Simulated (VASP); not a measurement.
# Mo (Im-3m) in VASP: single point with r2SCAN

Aim: the single point of Mo with r2SCAN.

Everything below comes from runs of VASP 6.6.1. Logs are shortened: lines on timing, memory, paths and dates and some standing lists are left out, and cuts for length are marked.

### Step 1. The cell of the first run

It takes space group Im-3m (No. 229, cubic). Conventional cell: a = 3.142 Å, b = 3.142 Å, c = 3.142 Å, α = 90.00°, β = 90.00°, γ = 90.00°. Mo (site symmetry m-3m) has 14 Mo at 2.72 to 3.14 Å within 3.6 Å.

### Step 2. Single point, r2SCAN

Contents of POSCAR:

```
Mo
1.0
   -1.5710000000      1.5710000000      1.5710000000
    1.5710000000     -1.5710000000      1.5710000000
    1.5710000000      1.5710000000     -1.5710000000
Mo
1
Direct
    0.0000000000      0.0000000000      0.0000000000
```

Contents of INCAR.step1:

```
  PREC = Accurate
  ENCUT = 520
  ISMEAR = 0
  SIGMA = 0.15
  LREAL = F
  LASPH = T
  NELM = 100
  NBANDS = 13
  GGA = PE
  ALGO = Normal
  EDIFF = 1E-4
  LWAVE = T
  LCHARG = F
```

Contents of INCAR.step2:

```
  PREC = Accurate
  ENCUT = 520
  EDIFF = 1E-7
  ISMEAR = 0
  SIGMA = 0.15
  LREAL = F
  LASPH = T
  NELM = 100
  ALGO = Normal
  ISIF = 2
  LWAVE = F
  LCHARG = F
  METAGGA = R2SCAN
  LMIXTAU = T
  NBANDS = 13
  ISTART = 1
```

Contents of KPOINTS:

```
regular mesh
0
Gamma
  22 22 22
```

Potentials or basis: VASP PAW PBE potentials, release 64 (Mo_sv).

On the command line:

```
cat potpaw_PBE.64/Mo_sv/POTCAR > POTCAR
cp INCAR.step1 INCAR
mpirun -np 1 vasp_std > vasp.out
cp INCAR.step2 INCAR
mpirun -np 1 vasp_std > vasp.out
```

OUTCAR:

```text
PREC = Accurate
   ENCUT = 520
   EDIFF = 1E-7
   ISMEAR = 0
   LREAL = F
   LASPH = T
   NELM = 100
   ISIF = 2
   METAGGA = R2SCAN
   ISTART = 1

 ion  position               nearest neighbor table
   1  0.000  0.000  0.000-

  LATTYP: Found a body centered cubic cell.
 ALAT       =     3.1420000000

  Lattice vectors:

 A1 = (  -1.5710000000,   1.5710000000,   1.5710000000)
 A2 = (   1.5710000000,  -1.5710000000,   1.5710000000)
 A3 = (   1.5710000000,   1.5710000000,  -1.5710000000)

Analysis of symmetry for initial positions (statically):
=====================================================================
 Subroutine PRICEL returns:
 Original cell was already a primitive cell.

 Routine SETGRP: Setting up the symmetry group for a
 body centered cubic supercell.

 Subroutine GETGRP returns: Found 48 space group operations
[... 9 lines left out ...]

 Routine SETGRP: Setting up the symmetry group for a
 body centered cubic supercell.

 Subroutine GETGRP returns: Found 48 space group operations
[... 11 lines left out ...]
                                     Primitive cell

  volume of cell :      15.5092

  direct lattice vectors                    reciprocal lattice vectors
    -1.571000000  1.571000000  1.571000000     0.000000000  0.318268619  0.318268619
     1.571000000 -1.571000000  1.571000000     0.318268619  0.000000000  0.318268619
     1.571000000  1.571000000 -1.571000000     0.318268619  0.318268619  0.000000000

  length of vectors
     2.721051819  2.721051819  2.721051819     0.450099797  0.450099797  0.450099797

  position of ions in fractional coordinates (direct lattice)
     0.000000000  0.000000000  0.000000000

  ion indices of the primitive-cell ions
   primitive index   ion index
                 1           1

----------------------------------------------------------------------------------------

 KPOINTS: regular mesh

Automatic generation of k-mesh.
 Grid dimensions read from file:
 generate k-points for:   22   22   22

 Generating k-lattice:

  Cartesian coordinates                     Fractional coordinates (reciprocal lattice)
     0.000000000  0.014466755  0.014466755     0.045454545  0.000000000  0.000000000
     0.014466755  0.000000000  0.014466755     0.000000000  0.045454545  0.000000000
     0.014466755  0.014466755  0.000000000     0.000000000  0.000000000  0.045454545

  Length of vectors
     0.020459082  0.020459082  0.020459082

  Shift w.r.t. Gamma in fractional coordinates (k-lattice)
     0.000000000  0.000000000  0.000000000

 Subroutine IBZKPT returns following result:
 ===========================================

 Found    328 irreducible k-points:

 Following reciprocal coordinates:
            Coordinates               Weight
  0.000000  0.000000  0.000000      1.000000
  0.045455  0.000000  0.000000     12.000000
  0.090909  0.000000  0.000000     12.000000
  0.136364  0.000000  0.000000     12.000000
  0.181818  0.000000  0.000000     12.000000
  0.227273  0.000000  0.000000     12.000000
[... 16 lines left out ...]
  0.090909  0.090909  0.000000     24.000000
  0.136364  0.090909  0.000000     48.000000
 [... further k-points ...]
   k-points           NKPTS =    328   k-points in BZ     NKDIM =    328   number of bands    NBANDS=     13
   number of dos      NEDOS =    301   number of ions     NIONS =      1
   total plane-waves  NPLWV =   8000
   dimension x,y,z NGX =    20 NGY =   20 NGZ =   20
   dimension x,y,z NGXF=    40 NGYF=   40 NGZF=   40
   ions per type =               1
   NGX,Y,Z   is equivalent  to a cutoff of  12.22, 12.22, 12.22 a.u.
   NGXF,Y,Z  is equivalent  to a cutoff of  24.44, 24.44, 24.44 a.u.
 SYSTEM =  unknown system
   PREC   = accura    normal or accurate (medium, high low for compatibility)
   ISTART =      1    job   : 0-new  1-cont  2-samecut
   ICHARG =      0    charge: 1-file 2-atom 10-const
   ISPIN  =      1    spin polarized calculation?
   LNONCOLLINEAR =      F non collinear calculations
   LSORBIT =      F    spin-orbit coupling
   LASPH  =      T    aspherical Exc in radial PAW
   ENCUT  =  520.0 eV  38.22 Ry    6.18 a.u.   5.06  5.06  5.06*2*pi/ulx,y,z
   NELM   =    100;   NELMIN=  2; NELMDL=  0     # of ELM steps
   EDIFF  = 0.1E-06   stopping-criterion for ELM
   LREAL  =      F    real-space projection
   EDIFFG = 0.1E-05   stopping-criterion for IOM
   NSW    =      0    number of steps for IOM
   IBRION =     -1    ionic relax: 0-MD 1-quasi-New 2-CG
   NFREE  =      0    steps in history (QN), initial steepest desc. (CG)
   ISIF   =      2    stress and relaxation
   ISYM   =      2    0-nonsym 1-usesym 2-fastsym
   POTIM  = 0.5000    time-step for ionic-motion
   TEBEG  =    0.0;   TEEND  =   0.0 temperature during run
   PSTRESS=    0.0 pullay stress
   NELECT =      14.0000    total number of electrons
   NUPDOWN=      -1.0000    fix difference up-down
   EMIN   =  10.00;   EMAX   =-10.00  energy-range for DOS
   EFERMI =   0.00;   METHOD = LEGACY
   ISMEAR =     0;   SIGMA  =   0.15  broadening in eV -4-tet -1-fermi 0-gaus
   EFERMI_NEDOS =   21; number of points for ismear=-14 and -15
   IALGO  =     38    algorithm
   IMIX   =      4    mixing-type and parameters
     AMIX     =   0.40;   BMIX     =  1.00
     AMIX_MAG =   1.60;   BMIX_MAG =  1.00
  volume/ion in A,a.u.               =      15.51       104.66
  Fermi-wavevector in a.u.,A,eV,Ry     =   1.582176  2.989878 34.059184  2.503279
  Thomas-Fermi vector in A             =   2.682139
   LORBIT       =      0    0 simple, 1 ext, 2 COOP (PROOUT), +10 PAW based schemes
   METAGGA = R2SCAN    functional components
   LHFCALC =     F    Hartree Fock is set to
   AEXX    =    0.0000 exact exchange contribution
   IVDW    =     0    specifies the selected vdW correction
   LEPSILON=     F    determine dielectric tensor
   LRPA    =     F    only Hartree local field effects (RPA)
 non-spin polarized calculation
 Gauss-broadening in eV      SIGMA  =   0.15
  energy-cutoff  :      520.00
  volume of cell :       15.51
 maximum number of plane-waves:       430
   NGX = 11   NGY = 11   NGZ = 11

 number of electron      14.0000000 magnetization

 Free energy of the ion-electron system (eV)
  ---------------------------------------------------
  ext. energy  EPLUGINS =         0.00000000
  ---------------------------------------------------
  free energy    TOTEN  =       -26.07875873 eV

  energy without entropy =      -26.07202699  energy(sigma->0) =      -26.07539286

 E-fermi :  12.6704     XC(G=0): -14.6869

 val. band max:       12.6680439379   @ k =  -0.3182   0.3182   0.1818
 cond. band min:      12.6825885526   @ k =  -0.3182   0.3182   0.2727
 fundamental gap:      0.0145446147
 Fermi energy:        12.6704237025

 k-point     1 :       0.0000    0.0000    0.0000
  band No.  band energies     occupation
      1     -50.5488      2.00000
      2     -23.0006      2.00000
      3     -23.0006      2.00000
      4     -23.0006      2.00000
      5       4.9895      2.00000
      6      11.2384      2.00000
      7      11.2384      2.00000
      8      11.2384      2.00000
      9      14.6043      0.00000
     10      14.6043      0.00000
     11      28.1838      0.00000
     12      28.1838      0.00000
     13      28.1838      0.00000

 k-point     2 :       0.0455    0.0000    0.0000
  band No.  band energies     occupation
      1     -50.5428      2.00000
      2     -23.0343      2.00000
      3     -23.0109      2.00000
      4     -23.0009      2.00000
      5       5.0873      2.00000
      6      11.1821      2.00000
      7      11.2292      2.00000
      8      11.3293      2.00000
      9      14.5174      0.00000
     10      14.6047      0.00000
     11      28.2585      0.00000
     12      28.3481      0.00000
     13      28.3792      0.00000

 k-point     3 :       0.0909    0.0000    0.0000
  band No.  band energies     occupation
      1     -50.5253      2.00000
      2     -23.1319      2.00000
      3     -23.0408      2.00000
      4     -23.0016      2.00000
      5       5.3715      2.00000
      6      11.0220      2.00000
      7      11.1930      2.00000
      8      11.5993      2.00000
      9      14.3039      0.00000
     10      14.6086      0.00000
     11      28.4537      0.00000
     12      28.8312      0.00000
     13      28.8971      0.00000

 k-point     4 :       0.1364    0.0000    0.0000
  band No.  band energies     occupation
      1     -50.4976      2.00000
      2     -23.2837      2.00000
      3     -23.0875      2.00000
      4     -23.0028      2.00000
      5       5.8112      2.00000
      6      10.7807      2.00000
      7      11.1137      2.00000
      8      12.0407      2.00000
      9      14.0756      0.00000
     10      14.6234      0.00000
     11      28.6719      0.00000
     12      29.5400      0.00000
     13      29.6066      0.00000

 k-point     5 :       0.1818    0.0000    0.0000
  band No.  band energies     occupation
      1     -50.4619      2.00000
      2     -23.4756      2.00000
      3     -23.1471      2.00000
      4     -23.0043      2.00000
      5       6.3461      2.00000
      6      10.4887      2.00000
      7      11.0049      2.00000
      8      12.6402      1.22438
      9      13.9411      0.00000
     10      14.6580      0.00000
     11      28.7355      0.00000
     12      29.9939      0.00000
     13      30.6370      0.00000
[... 257 lines left out ...]
 k-point    22 :       0.4545    0.0455    0.0000
  band No.  band energies     occupation
      1     -50.2462      2.00000
      2     -24.5273      2.00000
      3     -23.4950      2.00000
      4     -23.0270      2.00000
      5       7.1081      2.00000
      6       9.0840      2.00000
      7      13.8420      0.00000
      8      14.5685      0.00000
      9      15.5001      0.00000
     10      17.7856      0.00000
     11      25.0444      0.00000
     12      25.3813      0.00000
     13      31.0076      0.00000

 k-point    23 :       0.0909    0.0909    0.0000
  band No.  band energies     occupation
      1     -50.4819      2.00000
      2     -23.3679      2.00000
      3     -23.0858      2.00000
      4     -23.0331      2.00000
      5       6.0656      2.00000
      6      10.7568      2.00000
      7      10.8872      2.00000
      8      12.3782      1.99413
      9      13.8916      0.00000
     10      14.7213      0.00000
     11      28.9665      0.00000
     12      29.6877      0.00000
     13      29.9077      0.00000

 k-point    24 :       0.1364    0.0909    0.0000
  band No.  band energies     occupation
      1     -50.4475      2.00000
      2     -23.5430      2.00000
      3     -23.1421      2.00000
      4     -23.0433      2.00000
      5       6.5894      2.00000
      6      10.5017      2.00000
      7      10.7171      2.00000
      8      13.0228      0.00089
      9      13.7349      0.00000
     10      14.8228      0.00000
     11      29.1609      0.00000
     12      29.9377      0.00000
     13      30.5779      0.00000

 [... further k-points ...]
[... 5 lines left out ...]
  --------------------------------------------------------------------------------------
  -------------------------------------------------------------------------------------
  Total        0.3415824      0.3415824      0.3415824      0.0000000      0.0000000      0.0000000
  in kB       35.2872268     35.2872268     35.2872268      0.0000000      0.0000000      0.0000000
  external PRESSURE =      35.2872268 kB  Pullay stress =       0.0000000 kB

 VOLUME and BASIS-vectors are now :
 -----------------------------------------------------------------------------
  energy-cutoff  :      520.00
  volume of cell :       15.51
      direct lattice vectors                 reciprocal lattice vectors
    -1.571000000  1.571000000  1.571000000     0.000000000  0.318268619  0.318268619
     1.571000000 -1.571000000  1.571000000     0.318268619  0.000000000  0.318268619
     1.571000000  1.571000000 -1.571000000     0.318268619  0.318268619  0.000000000

 POSITION                                       TOTAL-FORCE (eV/Angst)
 -----------------------------------------------------------------------------------
      0.00000      0.00000      0.00000         0.000000     -0.000000      0.000000
 -----------------------------------------------------------------------------------
    total drift:                                0.000000      0.000000      0.000000

  FREE ENERGIE OF THE ION-ELECTRON SYSTEM (eV)
  ---------------------------------------------------
  free  energy   TOTEN  =       -26.0787587258 eV

  energy  without entropy=      -26.0720269947  energy(sigma->0) =      -26.07539286
```

It took 3.5 min on 1 thread of Intel Xeon Platinum 8259CL at 2.50GHz (Skylake/Cascade Lake), shared host; peak memory 0.17 GiB.

Results:

```
Free energy            : -26.0788 eV
Pressure               : 3.5 GPa
Band gap on the k mesh : zero (band 7 reaches 16.86 eV, above the bottom of band 8 at 11.24 eV)
```

Caveat: the PAW data sets were made with another functional, which shifts forces and pressure a little.
